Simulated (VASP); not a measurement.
Set up this calculation in VASP 6.6.1, as the native input.

- Task: single point
- Functional: PBE
- Potentials or basis: VASP PAW PBE potentials, release 64 (Lu)
- Cutoff: 520 eV
- k mesh: 10 × 10 × 3
- Occupations: fermi-dirac, width 0.1 eV
- Spin: no spin polarisation
- Dipole correction: no
- Further INCAR settings: ALGO = Normal; EDIFF = 1e-06; NBANDS = 58

The structure of Lu lies in POSCAR:

```
Lu
1.0
    3.4736491469      0.0000000000      0.0000000000
   -1.7368245734      3.0082684050      0.0000000000
    0.0000000000      0.0000000000     11.1328244942
Lu
4
Direct
    0.0000000000      0.0000000000      0.0000000000
    0.0000000000      0.0000000000      0.5000000000
    0.3333333333      0.6666666667      0.2500000000
    0.6666666667      0.3333333333      0.7500000000
```

These files were run (other wordings do the same):

INCAR

```
ALGO     = Normal         # electronic algorithm
EDIFF    = 1E-6           # SCF threshold, eV
ENCUT    = 520            # plane-wave cutoff, eV
GGA      = PE             # functional
ISIF     = 2              # what is computed and relaxed
ISMEAR   = -1             # smearing method
LASPH    = T              # aspherical terms in the spheres
LCHARG   = F              # write CHGCAR
LREAL    = F              # projectors in reciprocal space
LWAVE    = F              # write WAVECAR
NBANDS   = 58             # bands
NELM     = 100            # most SCF steps
PREC     = Accurate       # precision mode
SIGMA    = 0.1            # smearing width, eV
```

KPOINTS

```
k-points
0
Gamma
  10 10 3
```

Potentials or basis: VASP PAW PBE potentials, release 64 (Lu).

Launch:

```sh
$ cat potpaw_PBE.64/Lu/POTCAR > POTCAR
$ mpirun -np 1 vasp_std > vasp.out
```

Results of the run:

```json
{"Pressure": "0.0 GPa", "Band gap on the k mesh": "zero (bands 50 and 51 overlap by 1.39 eV)"}
```

Caveat: spin-orbit coupling is left out, which moves the levels of the heavy elements.

Run time: 5.7 min on 1 thread of Oxide Virtual Turin-like Processor, on a shared host, peak memory 0.28 GiB.
